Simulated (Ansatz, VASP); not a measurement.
**Two plane-wave programs on Mg2ZnO3**

```
Mg Zn O
1.0
     3.03300    0.00000    0.00000
    -1.51650    2.62665    0.00000
     0.00000    0.00000    7.40332
Mg Zn O
2 1 3
Cartesian
  0.0000 1.7511 4.9291
  1.3165 0.8756 2.4742
  0.0000 0.0000 0.0000
  0.0000 1.7511 1.2780
  1.5165 0.8756 6.1254
  0.0000 0.0000 3.7017
```

Alike in both runs: task single point; functional r2SCAN; k mesh 12 × 12 × 4; no spin polarisation.

|  | VASP | Ansatz |
| --- | --- | --- |
| version | VASP 6.6.1 | Ansatz 0.2.0 |
| potentials or method | VASP PAW PBE potentials, release 64 (Mg, Zn, O), cutoff 660 eV | plane waves, PAW |
| occupations | gaussian, width 0.01 eV | fixed |
| valence electrons in the cell | 34 | 50 |

|  | VASP | Ansatz | Ansatz less VASP |
| --- | --- | --- | --- |
| rms of the force components (eV/Å) | 0.326 | 0.331 | +0.0053 |

VASP's potentials were made for PBE, not for r2SCAN. Atom by atom the forces differ by 0.031 eV/Å (rms over components). VASP's potentials hold 34 valence electrons a cell and Ansatz's 50, so a difference there can come from the potentials and not from the codes.
